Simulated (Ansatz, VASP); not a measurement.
# Sn in VASP and in Ansatz

```
Sn
1.0
     0.00000    3.27083    3.27083
     3.27083    0.00000    3.27083
     3.27083    3.27083    0.00000
Sn
2
Cartesian
  0.0000 0.0000 0.0000
  1.6354 1.6354 1.6354
```

Alike in both runs: functional PBEsol; k mesh 9 × 9 × 9; occupations fermi-dirac, width 0.05 eV; no spin polarisation.

Ansatz relaxed the structure, and its values are those at the end. VASP's run is a single point on that final structure, the one shown.

```csv
,VASP,Ansatz
version,VASP 6.6.1,Ansatz 0.2.0
potentials or method,"VASP PAW PBE potentials, release 64 (Sn_d)","PAW with Ansatz's default frozen-core files, scalar-relativistic"
plane-wave cutoff (eV),520,420
valence electrons in the cell,28,28
```

```csv
,VASP,Ansatz,Ansatz less VASP
pressure (GPa),-0.1,0.0,+0.07
```

VASP's potentials were made for PBE, not for PBEsol. The functional is the same, so the differences come from potentials, cutoffs and numerics.
